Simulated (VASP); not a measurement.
Set up this calculation in VASP 6.6.1, as the native input.

```yaml
Task: single point
Functional: PBE
Potentials_or_basis: VASP PAW PBE potentials, release 64 (Ta_pv, Be, P)
Cutoff: 520 eV
k_mesh: 10 × 10 × 6
Occupations: gaussian, width 0.1 eV
Spin: no spin polarisation
Dipole_correction: no
Further_INCAR_settings: ALGO = Normal; EDIFF = 1e-07; NBANDS = 31
```

The structure of Ta2BeP4 lies in POSCAR:

```
Ta2BeP4
1.0
    3.6718014509      0.0000000000      0.0000000000
    0.0000000000      3.6718014509      0.0000000000
    0.0000000000      0.0000000000      7.5106719867
Ta Be P
2 1 4
Direct
    0.5000000000      0.5000000000      0.0000000000
    0.0000000000      0.0000000000      0.5000000000
    0.0000000000      0.0000000000      0.0000000000
    0.5000000000      0.0000000000      0.2548321131
    0.0000000000      0.5000000000      0.2548321131
    0.5000000000      0.0000000000      0.7451678869
    0.0000000000      0.5000000000      0.7451678869
```

These files were run (other wordings do the same):

INCAR

```
SYSTEM = Ta2BeP4
PREC = Accurate
ENCUT = 520
EDIFF = 1E-7
ISMEAR = 0
SIGMA = 0.1
LREAL = .FALSE.
LASPH = .TRUE.
NELM = 100
ALGO = Normal
ISIF = 2
LWAVE = .FALSE.
LCHARG = .TRUE.
GGA = PE
LELF = .TRUE.
LVHAR = .TRUE.
NBANDS = 31
```

KPOINTS

```
regular mesh
0
G
  10 10 6
  0 0 0
```

Potentials or basis: VASP PAW PBE potentials, release 64 (Ta_pv, Be, P).

Launch:

```bash
$ cat potpaw_PBE.64/Ta_pv/POTCAR potpaw_PBE.64/Be/POTCAR potpaw_PBE.64/P/POTCAR > POTCAR
$ mpirun -np 1 vasp_std > vasp.out
```

It gave:

```yaml
Pressure: 0.0 GPa
Band_gap_on_the_k_mesh: zero (band 22 reaches 10.11 eV, above the bottom of band 23 at 7.87 eV)
```

Caveat: spin-orbit coupling is left out, which moves the levels of the heavy elements.

Run time: 4.5 min on 1 thread of Intel(R) Xeon(R) Platinum 8259CL CPU @ 2.50GHz (Skylake/Cascade Lake), with other jobs on the host, peak memory 0.36 GiB.
